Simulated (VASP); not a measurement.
# Ge (P6_3/mmc) in VASP: vibrations by perturbation theory with LDA

Aim: the vibrations by perturbation theory of Ge with LDA.

Everything below comes from runs of VASP 6.6.1. Logs are shortened: lines on timing, memory, paths and dates and some standing lists are left out, and cuts for length are marked.

## 1. The cell of the first run

Symmetry: P6_3/mmc, No. 194, hexagonal system. The conventional cell has a = 3.959 Å, b = 3.959 Å, c = 6.532 Å, α = 90.00°, β = 90.00°, γ = 120.00°. Within 3.2 Å of Ge (site symmetry 3m) lie 4 Ge at 2.43 to 2.44 Å.

## 2. Vibrations by perturbation theory, LDA

INCAR

```
PREC = Accurate ; ENCUT = 520
EDIFF = 1E-8 ; ISMEAR = 0
SIGMA = 0.03 ; LREAL = False
LASPH = True ; NELM = 100
ALGO = Normal ; ISIF = 2
LWAVE = False ; LCHARG = False
GGA = CA ; NBANDS = 36
IBRION = 8 ; NSW = 1
```

KPOINTS

```
regular mesh
0
Gamma
  6 6 4
```

POSCAR

```
Ge
1.0
    3.9587211910      0.0000000000      0.0000000000
   -1.9793605955      3.4283531179      0.0000000000
    0.0000000000      0.0000000000      6.5323844461
Ge
4
Direct
    0.3333333333      0.6666666667      0.0628627595
    0.6666666667      0.3333333333      0.5628627595
    0.6666666667      0.3333333333      0.9371372405
    0.3333333333      0.6666666667      0.4371372405
```

Potentials or basis: VASP PAW LDA potentials, release 64 (Ge_d).

On the command line:

```
$ cat potpaw_LDA.64/Ge_d/POTCAR > POTCAR
$ mpirun -np 1 vasp_std > vasp.out
```

OUTCAR:

```text
PREC = Accurate
   ENCUT = 520
   EDIFF = 1E-8
   ISMEAR = 0
   LREAL = False
   LASPH = True
   NELM = 100
   ISIF = 2
   GGA = CA
   IBRION = 8
   NSW = 1

 ion  position               nearest neighbor table
   1  0.333  0.667  0.063-   3 2.43   3 2.43   3 2.43   4 2.44
   2  0.667  0.333  0.563-   4 2.43   4 2.43   4 2.43   3 2.44
   3  0.667  0.333  0.937-   1 2.43   1 2.43   1 2.43   2 2.44
   4  0.333  0.667  0.437-   2 2.43   2 2.43   2 2.43   1 2.44

  LATTYP: Found a hexagonal cell.
 ALAT       =     3.9587211910
 C/A-ratio  =     1.6501249093

  Lattice vectors:

 A1 = (   3.9587211910,   0.0000000000,   0.0000000000)
 A2 = (  -1.9793605955,   3.4283531179,   0.0000000000)
 A3 = (   0.0000000000,   0.0000000000,   6.5323844461)

Analysis of symmetry for initial positions (statically):
=====================================================================
 Subroutine PRICEL returns:
 Original cell was already a primitive cell.

 Routine SETGRP: Setting up the symmetry group for a
 hexagonal supercell.

 Subroutine GETGRP returns: Found 24 space group operations
 (whereof 12 operations were pure point group operations)
 out of a pool of 24 trial point group operations.

The static configuration has the point symmetry D_3d.
 The point group associated with its full space group is D_6h.

Analysis of symmetry for dynamics (positions and initial velocities):
=====================================================================
 Subroutine PRICEL returns:
 Original cell was already a primitive cell.

 Routine SETGRP: Setting up the symmetry group for a
 hexagonal supercell.

 Subroutine GETGRP returns: Found 24 space group operations
 (whereof 12 operations were pure point group operations)
 out of a pool of 24 trial point group operations.

The dynamic configuration has the point symmetry D_3d.
 The point group associated with its full space group is D_6h.

 Subroutine INISYM returns: Found 24 space group operations
 (whereof 12 operations are pure point group operations),
 and found     1 'primitive' translations

----------------------------------------------------------------------------------------

                                     Primitive cell

  volume of cell :      88.6568

  direct lattice vectors                    reciprocal lattice vectors
     3.958721191  0.000000000  0.000000000     0.252606827  0.145842620  0.000000000
    -1.979360595  3.428353118  0.000000000     0.000000000  0.291685239  0.000000000
     0.000000000  0.000000000  6.532384446     0.000000000  0.000000000  0.153083458

  length of vectors
     3.958721191  3.958721191  6.532384446     0.291685239  0.291685239  0.153083458

  position of ions in fractional coordinates (direct lattice)
     0.333333333  0.666666667  0.062862759
     0.666666667  0.333333333  0.562862759
     0.666666667  0.333333333  0.937137241
     0.333333333  0.666666667  0.437137241

  ion indices of the primitive-cell ions
   primitive index   ion index
                 1           1
                 2           2
                 3           3
                 4           4
[... 115 lines left out ...]
  free energy    TOTEN  =       -20.67552806 eV

  energy without entropy =      -20.67518590  energy(sigma->0) =      -20.67535698

 E-fermi :   5.0701     XC(G=0): -10.3833

 val. band max:        4.8717363414   @ k =   0.0000   0.0000   0.0000
 cond. band min:       5.0769083953   @ k =   0.0000   0.0000   0.2500
 fundamental gap:      0.2051720539
 Fermi energy:         5.0700666169

 k-point     1 :       0.0000    0.0000    0.0000
  band No.  band energies     occupation
      1     -20.0763      2.00000
      2     -20.0763      2.00000
      3     -20.0358      2.00000
      4     -20.0350      2.00000
      5     -20.0350      2.00000
      6     -20.0217      2.00000
[... 808 lines left out ...]
     35      11.7088      0.00000
     36      11.7088      0.00000

------------------------ aborting loop because EDIFF is reached ----------------------------------------

  FORCE on cell =-STRESS in cart. coord.  units (eV):
  Direction    XX          YY          ZZ          XY          YZ          ZX
  --------------------------------------------------------------------------------------
  -------------------------------------------------------------------------------------
  Total        0.2614727      0.2614727     -0.2024436      0.0000000      0.0000000      0.0000000
  in kB        4.7252486      4.7252486     -3.6584943      0.0000000      0.0000000      0.0000000
  external PRESSURE =       1.9306676 kB  Pullay stress =       0.0000000 kB

 VOLUME and BASIS-vectors are now :
 -----------------------------------------------------------------------------
  energy-cutoff  :      520.00
  volume of cell :       88.66
      direct lattice vectors                 reciprocal lattice vectors
     3.958721191  0.000000000  0.000000000     0.252606827  0.145842620  0.000000000
    -1.979360595  3.428353118  0.000000000     0.000000000  0.291685239  0.000000000
     0.000000000  0.000000000  6.532384446     0.000000000  0.000000000  0.153083458

 POSITION                                       TOTAL-FORCE (eV/Angst)
 -----------------------------------------------------------------------------------
     -0.00000      2.28557      0.41064        -0.000000      0.000000      0.001877
      1.97936      1.14278      3.67684        -0.000000      0.000000      0.001877
      1.97936      1.14278      6.12174         0.000000     -0.000000     -0.001877
     -0.00000      2.28557      2.85555         0.000000     -0.000000     -0.001877
 -----------------------------------------------------------------------------------
    total drift:                               -0.000000      0.000000      0.000000

  FREE ENERGIE OF THE ION-ELECTRON SYSTEM (eV)
  ---------------------------------------------------
  free  energy   TOTEN  =       -20.6755280616 eV

  energy  without entropy=      -20.6751859008  energy(sigma->0) =      -20.67535698

[... ionic steps 2 to 3 ...]

--------------------------------------- Ionic step        4  -------------------------------------------

------------------------ aborting loop because EDIFF is reached ----------------------------------------

[... ionic steps 5 to 5 ...]

--------------------------------------- Ionic step        6  -------------------------------------------

 Free energy of the ion-electron system (eV)
  ---------------------------------------------------
  ---------------------------------------------------
  free energy    TOTEN  =        -0.20598595 eV

  energy without entropy =       -0.20598547

------------------------ aborting loop because EDIFF is reached ----------------------------------------

 INTERNAL STRAIN TENSOR  FOR ION    1  DIRECTION 3   (eV/Angst):
 -----------------------------------------------------------------------------
    -4.89305  0.00000  0.00000
    -0.00000 -4.89305  0.00000
     0.00000  0.00000 12.93914

 INTERNAL STRAIN TENSOR FOR ION    4 for displacements in x,y,z  (eV/Angst):
          X           Y           Z          XY          YZ          ZX
  --------------------------------------------------------------------------------
  x     0.00000     0.00000    -0.00000    -7.36146     0.00000     6.13618
  y    -7.36146     7.36146     0.00000     0.00000     5.44236     0.00000
  z     4.89305     4.89305   -12.93914     0.00000    -0.00000     0.00000

 SECOND DERIVATIVES (NOT SYMMETRIZED)
 ------------------------------------
               1X          1Y          1Z          2X          2Y          2Z          3X          3Y          3Z          4X          4Y          4Z
  1X   -11.025069   -0.000000   -0.000000   -0.323410    0.000000   -0.000000   10.662195    0.000000    0.000000    0.686284    0.000000   -0.000000
  1Y     0.000000  -11.025069    0.000000   -0.000000   -0.323410    0.000000    0.000000   10.662195    0.000000    0.000000    0.686284    0.000000
  1Z     0.000000    0.000000  -12.360400    0.000000    0.000000    1.317016    0.000000   -0.000000    4.575693    0.000000    0.000000    6.467691
  2X    -0.323410    0.000000    0.000000  -11.025069    0.000000    0.000000    0.686284    0.000000   -0.000000   10.662195    0.000000    0.000000
  2Y     0.000000   -0.323410   -0.000000   -0.000000  -11.025069    0.000000    0.000000    0.686284   -0.000000    0.000000   10.662195   -0.000000
  2Z     0.000000   -0.000000    1.317016    0.000000    0.000000  -12.360400    0.000000    0.000000    6.467691    0.000000    0.000000    4.575693
  3X    10.662195    0.000000    0.000000    0.686284    0.000000   -0.000000  -11.025069   -0.000000   -0.000000   -0.323410    0.000000   -0.000000
  3Y     0.000000   10.662195    0.000000    0.000000    0.686284    0.000000    0.000000  -11.025069    0.000000   -0.000000   -0.323410    0.000000
  3Z     0.000000   -0.000000    4.575693    0.000000    0.000000    6.467691    0.000000    0.000000  -12.360400    0.000000    0.000000    1.317016
  4X     0.686284    0.000000   -0.000000   10.662195    0.000000    0.000000   -0.323410    0.000000    0.000000  -11.025069    0.000000    0.000000
  4Y     0.000000    0.686284   -0.000000    0.000000   10.662195   -0.000000    0.000000   -0.323410   -0.000000   -0.000000  -11.025069    0.000000
  4Z     0.000000    0.000000    6.467691    0.000000    0.000000    4.575693    0.000000   -0.000000    1.317016    0.000000    0.000000  -12.360400

 Eigenvectors and eigenvalues of the dynamical matrix
 ----------------------------------------------------

   1 f  =    8.740501 THz    54.918188 2PiTHz  291.551735 cm-1    36.147792 meV
             X         Y         Z           dx          dy          dz
     -0.000000  2.285569  0.410644    -0.500000    0.000008    0.000000
      1.979361  1.142784  3.676836    -0.500000    0.000008    0.000000
      1.979361  1.142784  6.121741     0.500000   -0.000008   -0.000000
     -0.000000  2.285569  2.855549     0.500000   -0.000008   -0.000000
[... 71 lines left out ...]
  12 f  =    0.000000 THz     0.000000 2PiTHz    0.000002 cm-1     0.000000 meV
             X         Y         Z           dx          dy          dz
     -0.000000  2.285569  0.410644    -0.004102    0.060551   -0.496303
      1.979361  1.142784  3.676836    -0.004102    0.060551   -0.496303
      1.979361  1.142784  6.121741    -0.004102    0.060551   -0.496303
     -0.000000  2.285569  2.855549    -0.004102    0.060551   -0.496303

--------------------------------------------------------------------------------------------------------

 ELASTIC MODULI CONTR FROM IONIC RELAXATION (kBar)
 Direction    XX          YY          ZZ          XY          YZ          ZX
 --------------------------------------------------------------------------------
 XX        -267.8047    111.0881    207.2102     -0.0000      0.0000      0.0000
 YY         111.0881   -267.8047    207.2102      0.0000     -0.0000     -0.0000
 ZZ         207.2102    207.2102   -547.9453     -0.0000      0.0000      0.0000
 XY          -0.0000      0.0000     -0.0000   -189.4464     -0.0000      0.0000
 YZ           0.0000     -0.0000      0.0000     -0.0000    -94.3333      0.0000
 ZX           0.0000     -0.0000      0.0000      0.0000      0.0000   -119.9186
 --------------------------------------------------------------------------------
```

Wall time 13 min (1 thread of Intel Xeon Platinum 8124M at 3.00GHz (Skylake/Cascade Lake), shared host); peak memory 0.52 GiB.

What came out:

| Item | Value |
| --- | --- |
| Highest phonon frequency at Γ | 292 cm⁻¹ |

Phonon frequencies in cm⁻¹ (negative: imaginary):
```tsv
q point	frequencies
(0.000, 0.000, 0.000)	0 0 0 52 52 210 241 278 278 288 292 292
```
